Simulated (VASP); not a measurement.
# HfC (Fm-3m) in VASP: further runs

Runs on HfC. Level: PBEsol. Tasks: single point.

Everything below comes from runs of VASP 6.6.1. Logs are shortened: lines on timing, memory, paths and dates and some standing lists are left out, and cuts for length are marked.

### 1 The cell of the first run

Symmetry: Fm-3m, No. 225, cubic system. Conventional cell: a = 4.681 Å, b = 4.681 Å, c = 4.681 Å, α = 90.00°, β = 90.00°, γ = 90.00°. Within 3.1 Å of Hf (site symmetry m-3m) lie 6 C at 2.34 Å. C (site symmetry m-3m) has 6 Hf at 2.34 Å within 3.1 Å.

### 2 Single point, PBEsol (12.82 Å³/atom)

Input file INCAR:

```
SYSTEM = HfC
ALGO = Normal
EDIFF = 1E-6
ENCUT = 600
GGA = PS
GGA_COMPAT = .False.
ISIF = 2
ISMEAR = -1
LASPH = .True.
LCHARG = .False.
LREAL = .False.
LWAVE = .False.
NBANDS = 14
NELM = 120
PREC = Accurate
SIGMA = 0.05
```

Input file KPOINTS:

```
k-points
0
Gamma
  15 15 15
  0 0 0
```

Input file POSCAR:

```
HfC
1.0
    0.0000000000      2.3403977997      2.3403977997
    2.3403977997      0.0000000000      2.3403977997
    2.3403977997      2.3403977997      0.0000000000
Hf C
1 1
Direct
    0.5000000000      0.5000000000      0.5000000000
    0.0000000000      0.0000000000      0.0000000000
```

Potentials or basis: VASP PAW PBE potentials, release 64 (Hf_pv, C).

Run with:

```sh
$ cat potpaw_PBE.64/Hf_pv/POTCAR potpaw_PBE.64/C/POTCAR > POTCAR
$ mpirun -np 1 vasp_std > vasp.out
```

OUTCAR:

```text
SYSTEM = HfC
   EDIFF = 1E-6
   ENCUT = 600
   GGA = PS
   ISIF = 2
   ISMEAR = -1
   LASPH = .True.
   LREAL = .False.
   NELM = 120
   PREC = Accurate

 ion  position               nearest neighbor table
   1  0.500  0.500  0.500-   2 2.34   2 2.34   2 2.34   2 2.34   2 2.34   2 2.34
   2  0.000  0.000  0.000-   1 2.34   1 2.34   1 2.34   1 2.34   1 2.34   1 2.34

  LATTYP: Found a face centered cubic cell.
 ALAT       =     4.6807955994

  Lattice vectors:

 A1 = (   0.0000000000,   2.3403977997,   2.3403977997)
 A2 = (   2.3403977997,   0.0000000000,   2.3403977997)
 A3 = (   2.3403977997,   2.3403977997,   0.0000000000)

Analysis of symmetry for initial positions (statically):
=====================================================================
 Subroutine PRICEL returns:
 Original cell was already a primitive cell.

 Routine SETGRP: Setting up the symmetry group for a
 face centered cubic supercell.

 Subroutine GETGRP returns: Found 48 space group operations
 (whereof 48 operations were pure point group operations)
 out of a pool of 48 trial point group operations.

The static configuration has the point symmetry O_h .

Analysis of symmetry for dynamics (positions and initial velocities):
=====================================================================
 Subroutine PRICEL returns:
 Original cell was already a primitive cell.

 Routine SETGRP: Setting up the symmetry group for a
 face centered cubic supercell.

 Subroutine GETGRP returns: Found 48 space group operations
 (whereof 48 operations were pure point group operations)
 out of a pool of 48 trial point group operations.

The dynamic configuration has the point symmetry O_h .

 Subroutine INISYM returns: Found 48 space group operations
 (whereof 48 operations are pure point group operations),
 and found     1 'primitive' translations

----------------------------------------------------------------------------------------

                                     Primitive cell

  volume of cell :      25.6389

  direct lattice vectors                    reciprocal lattice vectors
     0.000000000  2.340397800  2.340397800    -0.213638895  0.213638895  0.213638895
     2.340397800  0.000000000  2.340397800     0.213638895 -0.213638895  0.213638895
     2.340397800  2.340397800  0.000000000     0.213638895  0.213638895 -0.213638895

  length of vectors
     3.309822310  3.309822310  3.309822310     0.370033421  0.370033421  0.370033421

[... 89 lines left out ...]
   TEBEG  =    0.0;   TEEND  =   0.0 temperature during run
   PSTRESS=    0.0 pullay stress
   NELECT =      14.0000    total number of electrons
   NUPDOWN=      -1.0000    fix difference up-down
   EMIN   =  10.00;   EMAX   =-10.00  energy-range for DOS
   EFERMI =   0.00;   METHOD = LEGACY
   ISMEAR =    -1;   SIGMA  =   0.05  broadening in eV -4-tet -1-fermi 0-gaus
   EFERMI_NEDOS =   21; number of points for ismear=-14 and -15
   IALGO  =     38    algorithm
   IMIX   =      4    mixing-type and parameters
     AMIX     =   0.40;   BMIX     =  1.00
     AMIX_MAG =   1.60;   BMIX_MAG =  1.00
  volume/ion in A,a.u.               =      12.82        86.51
  Fermi-wavevector in a.u.,A,eV,Ry     =   1.338087  2.528619 24.360932  1.790478
  Thomas-Fermi vector in A             =   2.466585
   LORBIT       =      0    0 simple, 1 ext, 2 COOP (PROOUT), +10 PAW based schemes
   GGA     = PS    functional components
   LHFCALC =     F    Hartree Fock is set to
   AEXX    =    0.0000 exact exchange contribution
   IVDW    =     0    specifies the selected vdW correction
   LEPSILON=     F    determine dielectric tensor
   LRPA    =     F    only Hartree local field effects (RPA)
 non-spin polarized calculation
  energy-cutoff  :      600.00
  volume of cell :       25.64
 maximum number of plane-waves:       881
   NGX = 13   NGY = 13   NGZ = 13

 number of electron      14.0000001 magnetization

 Free energy of the ion-electron system (eV)
  ---------------------------------------------------
  ext. energy  EPLUGINS =         0.00000000
  ---------------------------------------------------
  free energy    TOTEN  =       -22.15255416 eV

  energy without entropy =      -22.14931160  energy(sigma->0) =      -22.15093288

 E-fermi :   5.6226     XC(G=0): -12.3234

 val. band max:        5.6129569047   @ k =  -0.0667   0.0667   0.0000
 cond. band min:       5.6448076560   @ k =   0.4667   0.4000   0.0000
 fundamental gap:      0.0318507513
 Fermi energy:         5.6225859271

 k-point     1 :       0.0000    0.0000    0.0000
  band No.  band energies     occupation
      1     -23.9415      2.00000
      2     -23.9415      2.00000
      3     -23.9415      2.00000
      4      -6.5333      2.00000
      5       6.6713      0.00000
      6       6.6713      0.00000
      7       6.6713      0.00000
      8       6.9936      0.00000
      9       6.9936      0.00000
     10       6.9936      0.00000
     11       8.9576      0.00000
     12       8.9576      0.00000
     13      12.2512      0.00000
     14      16.5419      0.00000
[... 377 lines left out ...]
      1     -24.1208      2.00000
      2     -23.9957      2.00000
      3     -23.9890      2.00000
      4      -5.6513      2.00000
      5       3.2313      2.00000
      6       4.9659      2.00000
      7       5.2336      1.99916
      8       6.3886      0.00000
      9       9.0568      0.00000
     10       9.3605      0.00000
     11      10.1034      0.00000
     12      11.7202      0.00000
     13      14.9125      0.00000
     14      18.9484      0.00000

 [... further k-points ...]

------------------------ aborting loop because EDIFF is reached ----------------------------------------

  FORCE on cell =-STRESS in cart. coord.  units (eV):
  Direction    XX          YY          ZZ          XY          YZ          ZX
  --------------------------------------------------------------------------------------
  -------------------------------------------------------------------------------------
  Total       -1.8207324     -1.8207324     -1.8207324     -0.0000000      0.0000000      0.0000000
  in kB     -113.7778339   -113.7778339   -113.7778339     -0.0000000      0.0000000      0.0000000
  external PRESSURE =    -113.7778339 kB  Pullay stress =       0.0000000 kB

 VOLUME and BASIS-vectors are now :
 -----------------------------------------------------------------------------
  energy-cutoff  :      600.00
  volume of cell :       25.64
      direct lattice vectors                 reciprocal lattice vectors
     0.000000000  2.340397800  2.340397800    -0.213638895  0.213638895  0.213638895
     2.340397800  0.000000000  2.340397800     0.213638895 -0.213638895  0.213638895
     2.340397800  2.340397800  0.000000000     0.213638895  0.213638895 -0.213638895

 POSITION                                       TOTAL-FORCE (eV/Angst)
 -----------------------------------------------------------------------------------
      2.34040      2.34040      2.34040        -0.000000     -0.000000     -0.000000
      0.00000      0.00000      0.00000         0.000000      0.000000      0.000000
 -----------------------------------------------------------------------------------
    total drift:                                0.000000      0.000000      0.000000

  FREE ENERGIE OF THE ION-ELECTRON SYSTEM (eV)
  ---------------------------------------------------
  free  energy   TOTEN  =       -22.1525541591 eV

  energy  without entropy=      -22.1493116012  energy(sigma->0) =      -22.15093288
```

It took 77 s on 1 thread of Intel Xeon 8259CL, shared host; peak memory 0.2 GiB.

What came out:

```yaml
Free_energy: -22.1526 eV
Pressure: -11.4 GPa
Band_gap_on_the_k_mesh: zero (bands 7 and 8 overlap by 1.44 eV)
```

Caveat: the cell stands under tension; the PAW data sets were made with another functional, which shifts forces and pressure a little; spin-orbit coupling is left out, which moves the levels of the heavy elements.

### 3 Single point, PBEsol (13.32 Å³/atom)

This run uses another cell than the first one, of 13.32 Å³/atom.

INCAR is that of step 2.

KPOINTS is that of step 2.

Input file POSCAR:

```
HfC
1.0
    0.0000000000      2.3705998121      2.3705998121
    2.3705998121      0.0000000000      2.3705998121
    2.3705998121      2.3705998121      0.0000000000
Hf C
1 1
Direct
    0.5000000000      0.5000000000      0.5000000000
    0.0000000000      0.0000000000      0.0000000000
```

Potentials or basis: VASP PAW PBE potentials, release 64 (Hf_pv, C).

Run with:

```sh
$ cat potpaw_PBE.64/Hf_pv/POTCAR potpaw_PBE.64/C/POTCAR > POTCAR
$ mpirun -np 1 vasp_std > vasp.out
```

It took 72 s on 1 thread of Intel Xeon 8259CL, shared host; peak memory 0.2 GiB.

Results (log left out):

| Property | Result |
| --- | --- |
| Free energy | -22.0580 eV |
| Pressure | -18.7 GPa |
| Band gap on the k mesh | zero (bands 7 and 8 overlap by 1.41 eV) |

Levels at points of the mesh, in eV from the Fermi level:
```
           k point  band 5  band 6  band 7  band 8  band 9  band 10
(0.00, 0.00, 0.00)    1.02    1.02    1.02    1.35    1.35     1.35
```

Caveat: the cell stands under tension; the PAW data sets were made with another functional, which shifts forces and pressure a little; spin-orbit coupling is left out, which moves the levels of the heavy elements.
